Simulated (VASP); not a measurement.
**Ni: single point with PBE**

Ni:

```xyz
1
Lattice="0.0000 1.7250 1.7250 1.7250 0.0000 1.7250 1.7250 1.7250 0.0000" Properties=species:S:1:pos:R:3 pbc="T T T"
Ni    0.0000    0.0000    0.0000
```

```json
{"Program": "VASP 6.6.1", "Task": "single point", "Functional": "PBE", "Potentials or basis": "VASP PAW PBE potentials, release 64 (Ni)", "Cutoff": "520 eV", "k mesh": "15 × 15 × 15", "Occupations": "fermi-dirac, width 0.05 eV", "Spin": "collinear spin, ferromagnetic start", "Starting moments": "[2.0] μB"}
```

```
Pressure                                              : 13.5 GPa
Net moment                                            : 0.63 μB per cell
Site moments                                          : Ni +0.64 μB
Valence electrons inside the program's atomic spheres : Ni 9.42
```

Levels at points of the mesh, in eV from the Fermi level:
Spin up:
```
           k point  band 1  band 2  band 3  band 4  band 5  band 6  band 7  band 8  band 9  band 10
(0.00, 0.00, 0.00)   -9.42   -2.59   -2.59   -2.59   -1.31   -1.31   24.22   28.54   28.54    28.54
```
Spin down:
| k point | band 1 | band 2 | band 3 | band 4 | band 5 | band 6 | band 7 | band 8 | band 9 | band 10 |
| --- | --- | --- | --- | --- | --- | --- | --- | --- | --- | --- |
| (0.00, 0.00, 0.00) | -9.45 | -1.83 | -1.83 | -1.83 | -0.72 | -0.72 | 24.07 | 28.52 | 28.52 | 28.52 |

Run time: 35 s on 1 thread of AMD EPYC 9R45 (Zen 5), on a shared host, peak memory 0.11 GiB.
